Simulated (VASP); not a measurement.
# Co5Si3 in VASP: a series of runs

Runs on Co5Si3. Level: PBE. Tasks: single point.

All numbers are computed with VASP 6.6.1; they aren't measurements. Logs are shortened: lines on timing, memory, paths and dates and some standing lists are left out, and cuts for length are marked.

## (1) The cell of the first run

The cell holds a disordered packing, 16 atoms: a = 6.034 Å, b = 5.868 Å, c = 6.116 Å, α = 87.52°, β = 89.83°, γ = 89.74°.

## (2) Single point, PBE

Input file INCAR:

```
SYSTEM = Co5Si3
ALGO = Normal ; EDIFF = 1E-6
ENCUT = 400 ; GGA = PE
GGA_COMPAT = .FALSE. ; ISIF = 2
ISMEAR = -1 ; ISYM = -1
LASPH = .TRUE. ; LCHARG = .FALSE.
LREAL = Auto ; LWAVE = .FALSE.
NBANDS = 71 ; NELM = 120
PREC = Accurate ; SIGMA = 0.156
```

Input file KPOINTS:

```
explicit points
1
Reciprocal
  0.25000000   0.25000000   0.25000000 1
```

Input file POSCAR:

```
Co5Si3
1.0
    6.0338460000      0.0132440000      0.0089480000
    0.0132440000      5.8666660000      0.1294660000
    0.0089480000      0.1294660000      6.1142670000
Co Si
10 6
Direct
    0.4588562843      0.6502460283      0.9112635090
    0.6774847121      1.0001644898      0.2979885522
    0.4336585723      0.0984675817      0.9416465488
    0.1503104396      0.3431861609      0.7280730597
    0.3505267563      0.7386073964      0.2457998549
    0.6388961350      0.3741943133      0.2149398638
    0.9347163558      0.2702074376      0.4042051945
    0.0910309276      0.8046098245      0.5727703484
    0.8464867538      0.0780588298      0.9619440355
    0.4961319365      0.5295441976      0.5176593764
    0.7625950983      0.4060954622      0.7836710016
    0.1855997626      0.3852767423      0.0738723079
    0.0764700829      0.8424606778      0.9893548534
    0.8895809673      0.6490454916      0.2988913807
    0.3624110611      0.0692941409      0.4483389277
    0.7375010521      0.8308549965      0.7027696644
```

Potentials or basis: VASP PAW PBE potentials, release 64 (Co, Si).

On the command line:

```
> cat potpaw_PBE.64/Co/POTCAR potpaw_PBE.64/Si/POTCAR > POTCAR
> mpirun -np 1 vasp_std > vasp.out
```

OUTCAR:

```text
SYSTEM = Co5Si3
   EDIFF = 1E-6
   ENCUT = 400
   GGA = PE
   ISIF = 2
   ISMEAR = -1
   ISYM = -1
   LASPH = .TRUE.
   LREAL = Auto
   NELM = 120
   PREC = Accurate

 ion  position               nearest neighbor table
   1  0.459  0.650  0.911-   5 2.23  16 2.34  12 2.45  11 2.47  10 2.55  13 2.62   6 2.64   3 2.65
                             4 2.86
   2  0.677  0.000  0.298-  15 2.15   6 2.24   9 2.32   7 2.34  14 2.42   5 2.53  16 2.65   3 2.67

   3  0.434  0.098  0.942-  12 2.41   9 2.50   4 2.55  13 2.64   1 2.65   2 2.67   6 2.68   5 2.80
                            11 2.83  16 2.85  15 3.06  15 3.12
   4  0.150  0.343  0.728-  12 2.15  11 2.39   7 2.43   3 2.55  10 2.66  15 2.71   9 2.76   8 2.85
                             1 2.86
   5  0.351  0.739  0.246-  10 2.21   1 2.23  13 2.34  15 2.35   2 2.53  12 2.57   8 2.58   6 2.76
                             3 2.80  14 2.85
   6  0.639  0.374  0.215-   7 2.20   2 2.24  10 2.26  14 2.29   1 2.64   9 2.68   3 2.68  11 2.74
                             5 2.76  15 2.80  12 2.87
   7  0.935  0.270  0.404-   6 2.20  14 2.30   2 2.34   4 2.43  12 2.59  11 2.69  15 2.84   9 3.02
                             8 3.03
   8  0.091  0.805  0.573-  16 2.28  14 2.30  15 2.36  13 2.57   5 2.58   4 2.85  10 2.95   7 3.03

   9  0.846  0.078  0.962-  13 1.96  11 2.23  16 2.29   2 2.32   3 2.50   6 2.68   4 2.76  12 2.84
                             7 3.02
  10  0.496  0.530  0.518-   5 2.21   6 2.26  11 2.38   1 2.55  16 2.60   4 2.66  14 2.80  15 2.87
                             8 2.95
  11  0.763  0.406  0.784-   9 2.23  10 2.38   4 2.39   1 2.47  16 2.52   7 2.69   6 2.74   3 2.83
                            12 3.11
  12  0.186  0.385  0.074-   4 2.15   3 2.41   1 2.45   5 2.57   7 2.59  14 2.76  13 2.79   9 2.84
                             6 2.87  15 3.07  11 3.11
  13  0.076  0.842  0.989-   9 1.96   5 2.34  14 2.44   8 2.57   1 2.62   3 2.64  16 2.70  12 2.79

  14  0.890  0.649  0.299-   6 2.29   8 2.30   7 2.30   2 2.42  13 2.44  12 2.76  10 2.80   5 2.85
                            16 2.88
  15  0.362  0.069  0.448-   2 2.15   5 2.35   8 2.36   4 2.71   6 2.80   7 2.84  10 2.87  16 3.05
                             3 3.06  12 3.07   3 3.12
  16  0.738  0.831  0.703-   8 2.28   9 2.29   1 2.34  11 2.52  10 2.60   2 2.65  13 2.70   3 2.85
                            14 2.88  15 3.05

IMPORTANT INFORMATION: All symmetrisations will be switched off!
NOSYMM: (Re-)initialisation of all symmetry stuff for point group C_1.

----------------------------------------------------------------------------------------

                                     Primitive cell

  volume of cell :     216.3336

  direct lattice vectors                    reciprocal lattice vectors
     6.033846000  0.013244000  0.008948000     0.165732932 -0.000368962 -0.000234731
     0.013244000  5.866666000  0.129466000    -0.000368962  0.170535073 -0.003610440
     0.008948000  0.129466000  6.114267000    -0.000234731 -0.003610440  0.163628695

  length of vectors
     6.033867170  5.868109304  6.115644076     0.165733509  0.170573687  0.163668690

  position of ions in fractional coordinates (direct lattice)
     0.458856284  0.650246028  0.911263509
     0.677484712  0.000164490  0.297988552
     0.433658572  0.098467582  0.941646549
     0.150310440  0.343186161  0.728073060
     0.350526756  0.738607396  0.245799855
     0.638896135  0.374194313  0.214939864
     0.934716356  0.270207438  0.404205195
     0.091030928  0.804609824  0.572770348
     0.846486754  0.078058830  0.961944035
     0.496131936  0.529544198  0.517659376
     0.762595098  0.406095462  0.783671002
     0.185599763  0.385276742  0.073872308
     0.076470083  0.842460678  0.989354853
     0.889580967  0.649045492  0.298891381
     0.362411061  0.069294141  0.448338928
     0.737501052  0.830854997  0.702769664

  ion indices of the primitive-cell ions
   primitive index   ion index
                 1           1
                 2           2
                 3           3
                 4           4
                 5           5
                 6           6
                 7           7
                 8           8
                 9           9
                10          10
                11          11
                12          12
                13          13
                14          14
                15          15
                16          16

----------------------------------------------------------------------------------------

 KPOINTS: explicit points

Read explicit list of k-points.

 Found      1 k-points:

 Following reciprocal coordinates:
            Coordinates               Weight
  0.250000  0.250000  0.250000      1.000000
   k-points           NKPTS =      1   k-points in BZ     NKDIM =      1   number of bands    NBANDS=     71
   number of dos      NEDOS =    301   number of ions     NIONS =     16
   total plane-waves  NPLWV =  64000
   dimension x,y,z NGX =    40 NGY =   40 NGZ =   40
   dimension x,y,z NGXF=    80 NGYF=   80 NGZF=   80
   ions per type =              10   6
   NGX,Y,Z   is equivalent  to a cutoff of  11.02, 11.33, 10.87 a.u.
   NGXF,Y,Z  is equivalent  to a cutoff of  22.04, 22.66, 21.75 a.u.
 SYSTEM =  Co5Si3
   PREC   = accura    normal or accurate (medium, high low for compatibility)
   ISTART =      0    job   : 0-new  1-cont  2-samecut
   ICHARG =      2    charge: 1-file 2-atom 10-const
   ISPIN  =      1    spin polarized calculation?
   LNONCOLLINEAR =      F non collinear calculations
   LSORBIT =      F    spin-orbit coupling
   LASPH  =      T    aspherical Exc in radial PAW
   ENCUT  =  400.0 eV  29.40 Ry    5.42 a.u.   9.84  9.57  9.97*2*pi/ulx,y,z
   NELM   =    120;   NELMIN=  2; NELMDL= -5     # of ELM steps
   EDIFF  = 0.1E-05   stopping-criterion for ELM
   LREAL  =      T    real-space projection
   EDIFFG = 0.1E-04   stopping-criterion for IOM
   NSW    =      0    number of steps for IOM
   IBRION =     -1    ionic relax: 0-MD 1-quasi-New 2-CG
   NFREE  =      0    steps in history (QN), initial steepest desc. (CG)
   ISIF   =      2    stress and relaxation
   ISYM   =     -1    0-nonsym 1-usesym 2-fastsym
   POTIM  = 0.5000    time-step for ionic-motion
   TEBEG  =    0.0;   TEEND  =   0.0 temperature during run
   PSTRESS=    0.0 pullay stress
   NELECT =     114.0000    total number of electrons
   NUPDOWN=      -1.0000    fix difference up-down
   EMIN   =  10.00;   EMAX   =-10.00  energy-range for DOS
   EFERMI =   0.00;   METHOD = LEGACY
   ISMEAR =    -1;   SIGMA  =   0.16  broadening in eV -4-tet -1-fermi 0-gaus
   EFERMI_NEDOS =   21; number of points for ismear=-14 and -15
   IALGO  =     38    algorithm
   IMIX   =      4    mixing-type and parameters
     AMIX     =   0.40;   BMIX     =  1.00
     AMIX_MAG =   1.60;   BMIX_MAG =  1.00
  volume/ion in A,a.u.               =      13.52        91.24
  Fermi-wavevector in a.u.,A,eV,Ry     =   1.322316  2.498814 23.790040  1.748519
  Thomas-Fermi vector in A             =   2.452006
   LORBIT       =      0    0 simple, 1 ext, 2 COOP (PROOUT), +10 PAW based schemes
   GGA     = PE    functional components
   LHFCALC =     F    Hartree Fock is set to
   AEXX    =    0.0000 exact exchange contribution
   IVDW    =     0    specifies the selected vdW correction
   LEPSILON=     F    determine dielectric tensor
   LRPA    =     F    only Hartree local field effects (RPA)
 non-spin polarized calculation
  energy-cutoff  :      400.00
  volume of cell :      216.33
 maximum number of plane-waves:      3933
 NGX is ok and might be reduce to    40
   NGX = 19   NGY = 19   NGZ = 19

 number of electron     113.9999999 magnetization

 Free energy of the ion-electron system (eV)
  ---------------------------------------------------
  ext. energy  EPLUGINS =         0.00000000
  ---------------------------------------------------
  free energy    TOTEN  =       -99.14850233 eV

  energy without entropy =      -97.05905099  energy(sigma->0) =      -98.10377666

 E-fermi :   8.4893     XC(G=0): -11.7863

 val. band max:        8.4051069281   @ k =   0.2500   0.2500   0.2500
 cond. band min:       8.4952683492   @ k =   0.2500   0.2500   0.2500
 fundamental gap:      0.0901614211
 Fermi energy:         8.4893021783

 k-point     1 :       0.2500    0.2500    0.2500
  band No.  band energies     occupation
      1      -2.4142      2.00000
      2      -0.9813      2.00000
      3      -0.1698      2.00000
      4       0.3777      2.00000
      5       0.7502      2.00000
      6       1.7289      2.00000
      7       3.0480      2.00000
      8       3.3649      2.00000
      9       3.7685      2.00000
     10       3.8639      2.00000
     11       4.3774      2.00000
     12       4.4645      2.00000
     13       4.6126      2.00000
     14       4.8964      2.00000
     15       5.0642      2.00000
     16       5.2588      2.00000
     17       5.2874      2.00000
     18       5.4324      2.00000
     19       5.5468      2.00000
     20       5.6374      2.00000
     21       5.7893      2.00000
     22       5.8810      2.00000
     23       5.9260      2.00000
     24       6.0249      2.00000
     25       6.1119      2.00000
     26       6.2158      2.00000
     27       6.2860      2.00000
     28       6.3529      2.00000
     29       6.4390      2.00000
     30       6.5502      1.99999
     31       6.6468      1.99999
     32       6.6910      1.99998
     33       6.7261      1.99998
     34       6.8370      1.99995
     35       6.9220      1.99991
     36       7.0019      1.99986
     37       7.0853      1.99975
     38       7.1414      1.99965
     39       7.2719      1.99918
     40       7.2887      1.99909
     41       7.3197      1.99889
     42       7.4204      1.99789
     43       7.4516      1.99742
     44       7.6350      1.99167
     45       7.6802      1.98888
     46       7.6995      1.98742
     47       7.8106      1.97454
     48       7.8910      1.95772
     49       7.9324      1.94522
     50       7.9976      1.91798
     51       8.0439      1.89114
     52       8.1476      1.79872
     53       8.1933      1.73922
     54       8.2276      1.68518
     55       8.3309      1.46825
     56       8.3612      1.38907
     57       8.4051      1.26349
     58       8.4953      0.98088
     59       8.5320      0.86388
     60       8.6267      0.58610
     61       8.7135      0.38404
     62       8.9325      0.11033
     63       9.0039      0.07124
     64       9.2909      0.01167
     65       9.6308      0.00133
     66       9.7844      0.00050
     67      10.3124      0.00002
     68      10.6376      0.00000
     69      10.8784      0.00000
 [bands above 69 left out]

------------------------ aborting loop because EDIFF is reached ----------------------------------------

  FORCE on cell =-STRESS in cart. coord.  units (eV):
  Direction    XX          YY          ZZ          XY          YZ          ZX
  --------------------------------------------------------------------------------------
  -------------------------------------------------------------------------------------
  Total      -13.6818826    -14.1718823    -11.3232426     -5.7309295     -1.5442736      3.6870838
  in kB     -101.3287009   -104.9576628    -83.8604961    -42.4435484    -11.4369670     27.3067252
  external PRESSURE =     -96.7156200 kB  Pullay stress =       0.0000000 kB

 VOLUME and BASIS-vectors are now :
 -----------------------------------------------------------------------------
  energy-cutoff  :      400.00
  volume of cell :      216.33
      direct lattice vectors                 reciprocal lattice vectors
     6.033846000  0.013244000  0.008948000     0.165732932 -0.000368962 -0.000234731
     0.013244000  5.866666000  0.129466000    -0.000368962  0.170535073 -0.003610440
     0.008948000  0.129466000  6.114267000    -0.000234731 -0.003610440  0.163628695

 POSITION                                       TOTAL-FORCE (eV/Angst)
 -----------------------------------------------------------------------------------
      2.78543      3.93883      5.66000        -0.188650     -0.463504     -1.368216
      4.09051      0.04852      1.82807         0.443468     -2.270171      0.493926
      2.62636      0.70533      5.77411        -0.089584     -0.002993      0.288212
      0.91801      2.10961      4.49741         0.339650      0.508344     -1.141152
      2.12701      4.36963      1.60165        -0.694014      0.286794     -0.255778
      3.86188      2.23156      1.36836        -1.643940      0.649972     -1.879583
      5.64713      1.64993      2.51477         2.269176     -0.630178      0.379868
      0.56505      4.79574      3.60706         0.136283     -0.075515      0.778394
      5.11721      0.59369      5.89926        -1.721529      2.645913     -0.599997
      3.00523      3.18025      3.23811        -0.282394     -0.368095      1.381965
      4.61377      2.49399      4.85097        -0.371012      0.097353     -0.071089
      1.12564      2.27231      0.50322         0.004230     -0.376588      1.593045
      0.48142      5.07154      6.15893         4.223499     -2.492602     -0.391077
      5.37886      3.85821      1.91949        -0.059489      0.385055      0.610509
      2.19166      0.46937      2.75348        -1.379613      1.313758      0.728085
      4.46726      4.97510      4.41109        -0.986081      0.792458     -0.547113
 -----------------------------------------------------------------------------------
    total drift:                               -0.001537     -0.001718     -0.001881

  FREE ENERGIE OF THE ION-ELECTRON SYSTEM (eV)
  ---------------------------------------------------
  free  energy   TOTEN  =       -99.1485023342 eV

  energy  without entropy=      -97.0590509877  energy(sigma->0) =      -98.10377666
```

Run time: 40 s. Hardware: 1 thread of Intel Xeon 6975P-C (Granite Rapids), shared host; peak memory 0.24 GiB.

Results:

| Quantity | Value |
| --- | --- |
| Free energy | -99.1485 eV |
| Pressure | -9.7 GPa |
| Largest force | 4.920 eV/Å |

Forces in eV/Å, atoms in the order of the input:
```
Co  -0.189 -0.464 -1.368
Co   0.443 -2.270  0.494
Co  -0.090 -0.003  0.288
Co   0.340  0.508 -1.141
Co  -0.694  0.287 -0.256
Co  -1.644  0.650 -1.880
Co   2.269 -0.630  0.380
Co   0.136 -0.076  0.778
Co  -1.722  2.646 -0.600
Co  -0.282 -0.368  1.382
Si  -0.371  0.097 -0.071
Si   0.004 -0.377  1.593
Si   4.223 -2.493 -0.391
Si  -0.059  0.385  0.611
Si  -1.380  1.314  0.728
Si  -0.986  0.792 -0.547
```

Stress tensor (GPa, compression positive):
```
-10.13  -4.24   2.73
 -4.24 -10.50  -1.14
  2.73  -1.14  -8.39
```

Caveat: the atoms stand as in a frame of molecular dynamics. Spin polarisation is off, so any magnetic state and its effect on volume and gap are missing.

[end of part 1 of 2]
